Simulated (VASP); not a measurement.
A run of VASP 6.6.1 is set up as follows.

Contents of INCAR:

```
SYSTEM = Be
PREC = Accurate
ENCUT = 600
EDIFF = 1E-6
ISMEAR = 0
SIGMA = 0.1
LREAL = .FALSE.
LASPH = .TRUE.
NELM = 100
ALGO = Fast
ISIF = 3
LWAVE = .FALSE.
LCHARG = .FALSE.
GGA = PS
IBRION = 2
NSW = 90
EDIFFG = -0.04
```

The input KPOINTS:

```
Automatic mesh
0
G
  6 6 8
  0 0 0
```

File POSCAR:

```
Be
1.0
    3.7353299930      0.0000000000      0.0000000000
   -1.8676649965      3.2348906655      0.0000000000
    0.0000000000      0.0000000000      2.2899196914
Be
3
Direct
    0.0000000000      0.0000000000      0.0000000000
    0.3333333333      0.6666666667      0.5000000000
    0.6666666667      0.3333333333      0.5000000000
```

Potentials or basis: VASP PAW PBE potentials, release 64 (Be).

The run is started by

```bash
$ cat potpaw_PBE.64/Be/POTCAR > POTCAR
$ mpirun -np 1 vasp_std > vasp.out
```

(1) Predict the space group after relaxing (to 0.05 Å).

(2) Predict the relaxed cell.

(3) Estimate the relaxed volume.

(4) Predict the band gap on the k mesh.

Answers

(1) P6/mmm (No. 191).

(2) a = 3.558 Å, b = 3.558 Å, c = 2.181 Å, α = 90.00°, β = 90.00°, γ = 120.00°.

(3) 7.97 Å³/atom.

(4) zero (band 3 reaches 11.34 eV, above the bottom of band 4 at 6.53 eV).

Caveat: the PAW data sets were made with another functional, which shifts forces and pressure a little.
